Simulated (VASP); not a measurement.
## C: single point with PBE

The system is C.

```xyz
2
Lattice="0.0000 1.7858 1.7858 1.7858 0.0000 1.7858 1.7858 1.7858 0.0000" Properties=species:S:1:pos:R:3 pbc="T T T"
C     1.7858    1.7858    1.7858
C     2.6786    2.6786    2.6786
```

```
Program                : VASP 6.6.1
Task                   : single point
Functional             : PBE
Potentials or basis    : VASP PAW PBE potentials, release 64 (C)
Cutoff                 : 520 eV
k mesh                 : 12 × 12 × 12
Occupations            : gaussian, width 0.02 eV
Spin                   : no spin polarisation
Dipole correction      : no
Further INCAR settings : ALGO = Normal; EDIFF = 1e-07; NBANDS = 11
```

```json
{
 "Pressure": "0.7 GPa",
 "Band gap on the k mesh": "4.14 eV, indirect (least direct gap 5.58 eV)"
}
```

Levels at points of the mesh, in eV from the valence-band top:
| k point | band 1 | band 2 | band 3 | band 4 | band 5 | band 6 | band 7 | band 8 | band 9 |
| --- | --- | --- | --- | --- | --- | --- | --- | --- | --- |
| (0.00, 0.00, 0.00) | -21.42 | 0.00 | 0.00 | 0.00 | 5.58 | 5.58 | 5.58 | 13.24 | 19.24 |
| (0.50, 0.00, 0.00) | -15.67 | -13.33 | -2.79 | -2.79 | 8.44 | 8.44 | 8.79 | 15.66 | 21.84 |
| (0.50, 0.50, 0.00) | -12.73 | -12.73 | -6.27 | -6.27 | 4.75 | 4.75 | 16.75 | 16.75 | 23.16 |

It took 5.1 s on 1 thread of AMD EPYC 9R45 96-Core Processor (Zen 5) (shared host), peak memory 0.09 GiB.

A k mesh can miss the band edges. Expect the measured gap to be larger: semilocal functionals such as PBE lack the derivative discontinuity.
